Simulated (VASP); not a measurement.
EuO, 2 atoms in the cell. Symmetry: Fm-3m, No. 225, cubic system. The conventional cell has a = 5.142 Å, b = 5.142 Å, c = 5.142 Å, α = 90.00°, β = 90.00°, γ = 90.00°. Eu (site symmetry m-3m) has 6 O at 2.57 Å within 3.4 Å. O (site symmetry m-3m) has 6 Eu at 2.57 Å within 3.4 Å. 

```yaml
Program: VASP 6.6.1
Task: single point
Functional: PBE
Potentials_or_basis: VASP PAW PBE potentials, release 64 (Eu, O)
Cutoff: 600 eV
k_mesh: 10 × 10 × 10
Occupations: gaussian, width 0.05 eV
Spin: collinear spin, ferromagnetic start
Starting_moments: "[7.43, -0.09] μB"
Hubbard_terms: Eu f U = 6.0 eV
Dipole_correction: no
Further_INCAR_settings: ALGO = Normal; EDIFF = 1e-06; NBANDS = 22
```

Potentials or basis: VASP PAW PBE potentials, release 64 (Eu, O).

The run is started by

```bash
$ cat potpaw_PBE.64/Eu/POTCAR potpaw_PBE.64/O/POTCAR > POTCAR
$ mpirun -np 1 vasp_std > vasp.out
```

Hardware: 1 thread of Intel Xeon 8259CL (shared host).

Q: Estimate the wall time of this run.

A: Wall time 4 min on 1 thread of Intel Xeon 8259CL, with other jobs on the host, peak memory 0.25 GiB. Counts: scf iterations 16, k points 47.
